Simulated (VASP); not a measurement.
Input of a VASP 6.6.1 run:

The input INCAR:

```
  PREC = Accurate
  ENCUT = 520
  EDIFF = 1E-6
  ISMEAR = -1
  SIGMA = 0.05
  LREAL = False
  LASPH = True
  NELM = 150
  ALGO = Normal
  ISIF = 2
  LWAVE = False
  LCHARG = True
  ISPIN = 2
  MAGMOM = 4 0
  LORBIT = 11
  LMAXMIX = 4
  GGA = PE
  LELF = True
  LVHAR = True
  NBANDS = 20
```

KPOINTS

```
Automatic mesh
0
Gamma
  13 13 13
```

The input POSCAR:

```
MnO
1.0
    0.0000000000      2.2197066550      2.2197066550
    2.2197066550      0.0000000000      2.2197066550
    2.2197066550      2.2197066550      0.0000000000
Mn O
1 1
Direct
    0.0000000000      0.0000000000      0.0000000000
    0.5000000000      0.5000000000      0.5000000000
```

Potentials or basis: VASP PAW PBE potentials, release 64 (Mn_pv, O).

Launch:

```sh
$ cat potpaw_PBE.64/Mn_pv/POTCAR potpaw_PBE.64/O/POTCAR > POTCAR
$ mpirun -np 1 vasp_std > vasp.out
```

Predict the net moment.

4.74 μB per cell.

Estimate the site moments.

Mn +4.31; O +0.20 μB.

Estimate the pressure.

0.2 GPa.

Caveat: a cell with one magnetic atom can't hold antiferromagnetic order, which such compounds often take.
